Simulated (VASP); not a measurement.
# CdSe (P6_3mc) in VASP: notebook

CdSe is run at these levels: PBE, PBEsol-based screened hybrid with 25 % exact exchange, PBE-based screened hybrid with 25 % exact exchange, pbe exchange, lyp correlation; tasks: single point.

All numbers are computed with VASP 6.6.1; they aren't measurements. Logs are shortened: lines on timing, memory, paths and dates and some standing lists are left out, and cuts for length are marked.

### 1 The cell of the first run

The structure is hexagonal, space group P6_3mc (No. 186). The conventional cell has a = 4.357 Å, b = 4.357 Å, c = 7.112 Å, α = 90.00°, β = 90.00°, γ = 120.00°. Within 3.5 Å of Cd (site symmetry 3m) lie 4 Se at 2.64 to 2.74 Å. Se (site symmetry 3m) has 4 Cd at 2.64 to 2.74 Å within 3.5 Å.

### 2 Single point, PBE, collinear spin (29.23 Å³/atom)

Input file INCAR:

```
SYSTEM = CdSe
PREC = Accurate
ENCUT = 520
EDIFF = 1E-6
ISMEAR = -1
SIGMA = 0.01
LREAL = .False.
LASPH = .True.
NELM = 150
ALGO = Normal
ISIF = 2
LWAVE = .False.
LCHARG = .False.
ISPIN = 2
MAGMOM = 0.5 0.5 0 0
LORBIT = 11
GGA = PE
NBANDS = 30
```

Input file KPOINTS:

```
regular mesh
0
Gamma
  7 7 4
  0 0 0
```

Input file POSCAR:

```
CdSe
1.0
    4.3565854364      0.0000000000      0.0000000000
   -2.1782927182      3.7729136617      0.0000000000
    0.0000000000      0.0000000000      7.1123790148
Cd Se
2 2
Direct
    0.6666666667      0.3333333333      0.5000000000
    0.3333333333      0.6666666667      0.0000000000
    0.6666666667      0.3333333333      0.8850000000
    0.3333333333      0.6666666667      0.3850000000
```

Potentials or basis: VASP PAW PBE potentials, release 64 (Cd, Se).

Launch:

```console
$ cat potpaw_PBE.64/Cd/POTCAR potpaw_PBE.64/Se/POTCAR > POTCAR
$ mpirun -np 1 vasp_std > vasp.out
```

OUTCAR:

```text
SYSTEM = CdSe
   PREC = Accurate
   ENCUT = 520
   EDIFF = 1E-6
   ISMEAR = -1
   LREAL = .False.
   LASPH = .True.
   NELM = 150
   ISIF = 2
   ISPIN = 2
   LORBIT = 11
   GGA = PE

 ion  position               nearest neighbor table
   1  0.667  0.333  0.500-   4 2.64   4 2.64   4 2.64   3 2.74
   2  0.333  0.667  0.000-   3 2.64   3 2.64   3 2.64   4 2.74
   3  0.667  0.333  0.885-   2 2.64   2 2.64   2 2.64   1 2.74
   4  0.333  0.667  0.385-   1 2.64   1 2.64   1 2.64   2 2.74

  LATTYP: Found a hexagonal cell.
 ALAT       =     4.3565854364
 C/A-ratio  =     1.6325581395

  Lattice vectors:

 A1 = (   4.3565854364,   0.0000000000,   0.0000000000)
 A2 = (  -2.1782927182,   3.7729136617,   0.0000000000)
 A3 = (   0.0000000000,   0.0000000000,   7.1123790148)

Analysis of symmetry for initial positions (statically):
=====================================================================
 Subroutine PRICEL returns:
 Original cell was already a primitive cell.

 Routine SETGRP: Setting up the symmetry group for a
 hexagonal supercell.

 Subroutine GETGRP returns: Found 12 space group operations
 (whereof  6 operations were pure point group operations)
 out of a pool of 24 trial point group operations.

The static configuration has the point symmetry C_3v.
 The point group associated with its full space group is C_6v.

Analysis of symmetry for dynamics (positions and initial velocities):
=====================================================================
 Subroutine PRICEL returns:
 Original cell was already a primitive cell.

 Routine SETGRP: Setting up the symmetry group for a
 hexagonal supercell.

 Subroutine GETGRP returns: Found 12 space group operations
 (whereof  6 operations were pure point group operations)
 out of a pool of 24 trial point group operations.

The dynamic configuration has the point symmetry C_3v.
 The point group associated with its full space group is C_6v.

Analysis of structural, dynamic, and magnetic symmetry:
=====================================================================
 Subroutine PRICEL returns:
 Original cell was already a primitive cell.

 Routine SETGRP: Setting up the symmetry group for a
 hexagonal supercell.

 Subroutine GETGRP returns: Found 12 space group operations
 (whereof  6 operations were pure point group operations)
 out of a pool of 24 trial point group operations.

The overall configuration has the point symmetry C_3v.
 The point group associated with its full space group is C_6v.

 Subroutine INISYM returns: Found 12 space group operations
 (whereof  6 operations are pure point group operations),
 and found     1 'primitive' translations

----------------------------------------------------------------------------------------

                                     Primitive cell

  volume of cell :     116.9063

  direct lattice vectors                    reciprocal lattice vectors
     4.356585436  0.000000000  0.000000000     0.229537562  0.132523573  0.000000000
    -2.178292718  3.772913662  0.000000000     0.000000000  0.265047146  0.000000000
     0.000000000  0.000000000  7.112379015     0.000000000  0.000000000  0.140599931

  length of vectors
     4.356585436  4.356585436  7.112379015     0.265047146  0.265047146  0.140599931

  position of ions in fractional coordinates (direct lattice)
     0.666666667  0.333333333  0.500000000
     0.333333333  0.666666667  0.000000000
     0.666666667  0.333333333  0.885000000
     0.333333333  0.666666667  0.385000000

  ion indices of the primitive-cell ions
   primitive index   ion index
                 1           1
                 2           2
                 3           3
                 4           4

----------------------------------------------------------------------------------------

 KPOINTS: regular mesh

Automatic generation of k-mesh.
 Grid dimensions read from file:
 generate k-points for:    7    7    4

 Generating k-lattice:

  Cartesian coordinates                     Fractional coordinates (reciprocal lattice)
     0.032791080  0.018931939  0.000000000     0.142857143  0.000000000  0.000000000
     0.000000000  0.037863878  0.000000000     0.000000000  0.142857143  0.000000000
     0.000000000  0.000000000  0.035149983     0.000000000  0.000000000  0.250000000

  Length of vectors
     0.037863878  0.037863878  0.035149983

  Shift w.r.t. Gamma in fractional coordinates (k-lattice)
     0.000000000  0.000000000  0.000000000

 Subroutine IBZKPT returns following result:
 ===========================================

 Found     24 irreducible k-points:

 Following reciprocal coordinates:
            Coordinates               Weight
  0.000000  0.000000  0.000000      1.000000
  0.142857  0.000000  0.000000      6.000000
  0.285714  0.000000  0.000000      6.000000
  0.428571  0.000000  0.000000      6.000000
  0.142857  0.142857  0.000000      6.000000
  0.285714  0.142857  0.000000     12.000000
[... 16 lines left out ...]
  0.428571  0.142857  0.500000      6.000000
  0.285714  0.285714  0.500000      6.000000
   k-points           NKPTS =     24   k-points in BZ     NKDIM =     24   number of bands    NBANDS=     30
   number of dos      NEDOS =    301   number of ions     NIONS =      4
   total plane-waves  NPLWV =  55296
   dimension x,y,z NGX =    32 NGY =   32 NGZ =   54
   dimension x,y,z NGXF=    64 NGYF=   64 NGZF=  108
   ions per type =               2   2
   NGX,Y,Z   is equivalent  to a cutoff of  12.21, 12.21, 12.62 a.u.
   NGXF,Y,Z  is equivalent  to a cutoff of  24.42, 24.42, 25.24 a.u.
 SYSTEM =  CdSe
   PREC   = accura    normal or accurate (medium, high low for compatibility)
   ISTART =      0    job   : 0-new  1-cont  2-samecut
   ICHARG =      2    charge: 1-file 2-atom 10-const
   ISPIN  =      2    spin polarized calculation?
   LNONCOLLINEAR =      F non collinear calculations
   LSORBIT =      F    spin-orbit coupling
   LASPH  =      T    aspherical Exc in radial PAW
   ENCUT  =  520.0 eV  38.22 Ry    6.18 a.u.   8.10  8.10 13.22*2*pi/ulx,y,z
   NELM   =    150;   NELMIN=  2; NELMDL= -5     # of ELM steps
   EDIFF  = 0.1E-05   stopping-criterion for ELM
   LREAL  =      F    real-space projection
   EDIFFG = 0.1E-04   stopping-criterion for IOM
   NSW    =      0    number of steps for IOM
   IBRION =     -1    ionic relax: 0-MD 1-quasi-New 2-CG
   NFREE  =      0    steps in history (QN), initial steepest desc. (CG)
   ISIF   =      2    stress and relaxation
   ISYM   =      2    0-nonsym 1-usesym 2-fastsym
   POTIM  = 0.5000    time-step for ionic-motion
   TEBEG  =    0.0;   TEEND  =   0.0 temperature during run
   PSTRESS=    0.0 pullay stress
   NELECT =      36.0000    total number of electrons
   NUPDOWN=      -1.0000    fix difference up-down
   EMIN   =  10.00;   EMAX   =-10.00  energy-range for DOS
   EFERMI =   0.00;   METHOD = LEGACY
   ISMEAR =    -1;   SIGMA  =   0.01  broadening in eV -4-tet -1-fermi 0-gaus
   EFERMI_NEDOS =   21; number of points for ismear=-14 and -15
   IALGO  =     38    algorithm
   IMIX   =      4    mixing-type and parameters
     AMIX     =   0.40;   BMIX     =  1.00
     AMIX_MAG =   1.60;   BMIX_MAG =  1.00
  volume/ion in A,a.u.               =      29.23       197.23
  Fermi-wavevector in a.u.,A,eV,Ry     =   1.105511  2.089113 16.628417  1.222154
  Thomas-Fermi vector in A             =   2.241999
   LORBIT       =     11    0 simple, 1 ext, 2 COOP (PROOUT), +10 PAW based schemes
   GGA     = PE    functional components
   LHFCALC =     F    Hartree Fock is set to
   AEXX    =    0.0000 exact exchange contribution
   IVDW    =     0    specifies the selected vdW correction
   LEPSILON=     F    determine dielectric tensor
   LRPA    =     F    only Hartree local field effects (RPA)
 spin polarized calculation
  energy-cutoff  :      520.00
  volume of cell :      116.91
 maximum number of plane-waves:      3176
   NGX = 17   NGY = 17   NGZ = 27

 number of electron      36.0000004 magnetization       0.0000931

 number of electron      36.0000004 magnetization      -0.0000631

 Free energy of the ion-electron system (eV)
  ---------------------------------------------------
  ext. energy  EPLUGINS =         0.00000000
  ---------------------------------------------------
  free energy    TOTEN  =       -10.96693388 eV

  energy without entropy =      -10.96693388  energy(sigma->0) =      -10.96693388

 E-fermi :   0.8839     XC(G=0):  -8.7046

 val. band max:        0.6316581694   @ k =   0.0000   0.0000   0.0000
 cond. band min:       1.2483257115   @ k =   0.0000   0.0000   0.0000
 fundamental gap:      0.6166675421
 Fermi energy:         0.8838752693

 spin component 1

 k-point     1 :       0.0000    0.0000    0.0000
  band No.  band energies     occupation
      1     -11.7481      1.00000
      2     -11.4151      1.00000
      3      -7.1777      1.00000
      4      -7.1777      1.00000
      5      -7.1277      1.00000
      6      -7.1277      1.00000
[... 781 lines left out ...]
     29      12.4404      0.00000
     30      12.4404      0.00000
 Fermi energy:         0.8838752693

 spin component 2

 k-point     1 :       0.0000    0.0000    0.0000
  band No.  band energies     occupation
      1     -11.7481      1.00000
      2     -11.4151      1.00000
      3      -7.1777      1.00000
      4      -7.1777      1.00000
      5      -7.1277      1.00000
      6      -7.1277      1.00000
[... 781 lines left out ...]
     29      12.4404      0.00000
     30      12.4404      0.00000

------------------------ aborting loop because EDIFF is reached ----------------------------------------

  FORCE on cell =-STRESS in cart. coord.  units (eV):
  Direction    XX          YY          ZZ          XY          YZ          ZX
  --------------------------------------------------------------------------------------
  -------------------------------------------------------------------------------------
  Total        1.2719807      1.2719807      0.0804217      0.0000000      0.0000000      0.0000000
  in kB       17.4322362     17.4322362      1.1021632      0.0000000      0.0000000      0.0000000
  external PRESSURE =      11.9888785 kB  Pullay stress =       0.0000000 kB

 VOLUME and BASIS-vectors are now :
 -----------------------------------------------------------------------------
  energy-cutoff  :      520.00
  volume of cell :      116.91
      direct lattice vectors                 reciprocal lattice vectors
     4.356585436  0.000000000  0.000000000     0.229537562  0.132523573  0.000000000
    -2.178292718  3.772913662  0.000000000     0.000000000  0.265047146  0.000000000
     0.000000000  0.000000000  7.112379015     0.000000000  0.000000000  0.140599931

 POSITION                                       TOTAL-FORCE (eV/Angst)
 -----------------------------------------------------------------------------------
      2.17829      1.25764      3.55619        -0.000000      0.000000      0.251778
     -0.00000      2.51528      0.00000         0.000000     -0.000000      0.251778
      2.17829      1.25764      6.29446        -0.000000     -0.000000     -0.251778
     -0.00000      2.51528      2.73827         0.000000      0.000000     -0.251778
 -----------------------------------------------------------------------------------
    total drift:                               -0.000000     -0.000000     -0.000433

  FREE ENERGIE OF THE ION-ELECTRON SYSTEM (eV)
  ---------------------------------------------------
  free  energy   TOTEN  =       -10.9669338824 eV

  energy  without entropy=      -10.9669338824  energy(sigma->0) =      -10.96693388

 total charge

# of ion       s       p       d       tot
------------------------------------------
    1        0.439   0.294   9.555  10.287
    2        0.439   0.294   9.555  10.287
    3        1.445   2.380   0.020   3.844
    4        1.445   2.380   0.020   3.844
--------------------------------------------------
tot          3.766   5.347  19.149  28.262

 magnetization (x)

# of ion       s       p       d       tot
------------------------------------------
    1       -0.000  -0.000   0.000  -0.000
    2       -0.000  -0.000   0.000  -0.000
    3       -0.000   0.000   0.000   0.000
    4       -0.000   0.000   0.000   0.000
--------------------------------------------------
tot         -0.000   0.000   0.000   0.000
```

Wall time 3.7 min (1 thread of Intel Xeon 8259CL, shared host); peak memory 0.33 GiB.

What came out:

```
Free energy                                           : -10.9669 eV
Pressure                                              : 1.2 GPa
Largest force                                         : 0.252 eV/Å
Band gap on the k mesh                                : 0.62 eV
Net moment                                            : 0.00 μB per cell
Valence electrons inside the program's atomic spheres : Cd 10.29; Se 3.84
```

Forces in eV/Å, atoms in the order of the input:
```
Cd   0.000  0.000  0.252
Cd   0.000  0.000  0.252
Se   0.000  0.000 -0.252
Se   0.000  0.000 -0.252
```

Stress tensor (GPa, compression positive):
```
1.74 0.00 0.00
0.00 1.74 0.00
0.00 0.00 0.11
```

Caveat: semilocal functionals underestimate gaps, and a narrow one can read as zero.

### 3 Single point, PBE, collinear spin (29.79 Å³/atom)

This run uses another cell than the first one, of 29.79 Å³/atom.

Input file INCAR:

```
PREC = Accurate
ENCUT = 520
EDIFF = 1E-7
ISMEAR = -1
SIGMA = 0.01
LREAL = F
LASPH = T
NELM = 150
ALGO = Normal
ISIF = 2
LWAVE = F
LCHARG = F
ISPIN = 2
MAGMOM = 0.5 0.5 0 0
LORBIT = 11
GGA = PE
NBANDS = 30
```

Input file KPOINTS:

```
Automatic mesh
0
Gamma
  7 7 4
```

Input file POSCAR:

```
CdSe
1.0
    4.3843351364      0.0000000000      0.0000000000
   -2.1921675682      3.7969456069      0.0000000000
    0.0000000000      0.0000000000      7.1576820134
Cd Se
2 2
Direct
    0.6666666667      0.3333333333      0.5000000000
    0.3333333333      0.6666666667      0.0000000000
    0.6666666667      0.3333333333      0.8850000000
    0.3333333333      0.6666666667      0.3850000000
```

Potentials or basis: VASP PAW PBE potentials, release 64 (Cd, Se).

Launch:

```console
$ cat potpaw_PBE.64/Cd/POTCAR potpaw_PBE.64/Se/POTCAR > POTCAR
$ mpirun -np 1 vasp_std > vasp.out
```

Run time: 4.8 min. Hardware: 1 thread of Intel Xeon 8259CL, shared host; peak memory 0.37 GiB.

It converged, with:

```
Free energy                                           : -10.9773 eV
Pressure                                              : 0.3 GPa
Largest force                                         : 0.234 eV/Å
Band gap on the k mesh                                : 0.57 eV
Net moment                                            : 0.00 μB per cell
Valence electrons inside the program's atomic spheres : Cd 10.27; Se 3.83
```

Forces on the atoms (eV/Å):
```
Cd   0.000  0.000  0.234
Cd   0.000  0.000  0.234
Se   0.000  0.000 -0.234
Se   0.000  0.000 -0.234
```

Stress tensor (GPa, compression positive):
```
 0.76  0.00  0.00
 0.00  0.76  0.00
 0.00  0.00 -0.67
```

Levels at points of the mesh, in eV from the valence-band top:
Spin up:
```tsv
k point	band 14	band 15	band 16	band 17	band 18	band 19	band 20	band 21	band 22	band 23
(0.00, 0.00, 0.00)	-0.65	-0.65	-0.01	-0.01	0.00	0.57	2.05	5.87	5.87	6.11
(0.00, 0.00, 0.50)	-2.42	-0.34	-0.34	-0.34	-0.34	2.21	2.21	5.74	5.74	6.23
```
Spin down:
| k point | band 15 | band 16 | band 17 | band 18 | band 19 | band 20 | band 21 | band 22 |
| --- | --- | --- | --- | --- | --- | --- | --- | --- |
| (0.00, 0.00, 0.00) | -0.65 | -0.01 | -0.01 | 0.00 | 0.57 | 2.05 | 5.87 | 5.87 |
| (0.00, 0.00, 0.50) | -0.34 | -0.34 | -0.34 | -0.34 | 2.21 | 2.21 | 5.74 | 5.74 |

Caveat: semilocal functionals underestimate gaps, and a narrow one can read as zero.

(Part 1 of 2 ends here.)
